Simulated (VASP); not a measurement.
The system is Pb.

```xyz
1
Lattice="-1.9797 1.9797 1.9797 1.9797 -1.9797 1.9797 1.9797 1.9797 -1.9797" Properties=species:S:1:pos:R:3 pbc="T T T"
Pb    0.0000    0.0000    0.0000
```

This isn't the form of Pb at room conditions, which is fcc.

Base run:

```yaml
Program: VASP 6.6.1
Functional: r2SCAN
Potentials_or_basis: VASP PAW PBE potentials, release 64 (Pb_d)
Cutoff: 520 eV
k_mesh: 9 × 9 × 9
Occupations: fermi-dirac, width 0.05 eV
Spin: no spin polarisation
```

Its results: band gap on the k mesh zero (bands 7 and 8 overlap by 9.81 eV); pressure -0.4 GPa.

After a change of settings the same cell gave: band gap on the k mesh zero (bands 7 and 8 overlap by 9.47 eV); pressure 2.3 GPa. Which change was it?
A. functional from r2SCAN to r2SCAN0; k mesh from 9 × 9 × 9 to 5 × 5 × 5
B. functional from r2SCAN to pbe exchange, pbesol correlation; cutoff from 520 eV to 500 eV; occupations from fermi-dirac, width 0.05 eV to gaussian, width 0.01 eV
C. functional from r2SCAN to PBEsol-based screened hybrid with 25 % exact exchange; k mesh from 9 × 9 × 9 to 5 × 5 × 5
D. functional from r2SCAN to RPBE

D.

Caveats: the PAW data sets were made with another functional, which shifts forces and pressure a little; spin-orbit coupling is left out, which moves the levels of the heavy elements.
